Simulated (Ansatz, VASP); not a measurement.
**AlCo: VASP beside Ansatz**

INCAR

```
ALGO = Fast
EDIFF = 1E-6
ENCUT = 520
GGA = PS
ISIF = 2
ISMEAR = 0
LASPH = True
LCHARG = False
LREAL = False
LWAVE = False
NBANDS = 13
NELM = 100
PREC = Accurate
SIGMA = 0.15
```

File KPOINTS:

```
k-points
0
Gamma
  16 16 16
```

File POSCAR:

```
AlCo
1.0
    2.9039853063      0.0000000000      0.0000000000
    0.0000000000      2.9039853063      0.0000000000
    0.0000000000      0.0000000000      2.7348211137
Al Co
1 1
Direct
    0.0000000000      0.0000000000      0.0000000000
    0.5000000000      0.5000000000      0.5000000000
```

Input for Ansatz:

```yaml
crystal:
  lattice:
    - [2.9039853063, 0.0, 0.0]
    - [0.0, 2.9039853063, 0.0]
    - [0.0, 0.0, 2.7348211137]
  atoms:
    - { symbol: Al, position: [0.0, 0.0, 0.0] }
    - { symbol: Co, position: [0.5, 0.5, 0.5] }
basis:
  ecutwfc: 420
kpoints:
  mp_grid: { grid: [16, 16, 16] }
hamiltonian:
  xc: pbesol
scf:
  occupations: { method: gaussian, width: 0.15 }
output:
  forces: true
  stress: true
  eigenvalues: true
```

Change from the starting cell: strain +0.030 along x and y, -0.030 along z, atoms carried along.

Alike in both runs: task single point; functional PBEsol; k mesh 16 × 16 × 16; occupations gaussian, width 0.15 eV; no spin polarisation.

|  | VASP | Ansatz |
| --- | --- | --- |
| version | VASP 6.6.1 | Ansatz 0.2.0 |
| potentials or method | VASP PAW PBE potentials, release 64 (Al, Co), cutoff 520 eV | scalar-relativistic, plane waves, PAW |
| valence electrons in the cell | 12 | 20 |

```csv
,VASP,Ansatz,Ansatz less VASP
gap on the k mesh at the Fermi level (eV),none,none,-
pressure (GPa),-4.4,-4.1,+0.32
"traceless stress, the component that is largest in VASP (GPa)",8.03,8.01,-0.024
```

VASP's potentials were made for PBE, not for PBEsol. A gap of «none» marks a metal or a gap that the smearing closes. VASP's potentials hold 12 valence electrons a cell and Ansatz's 20, so a difference there can come from the potentials and not from the codes.
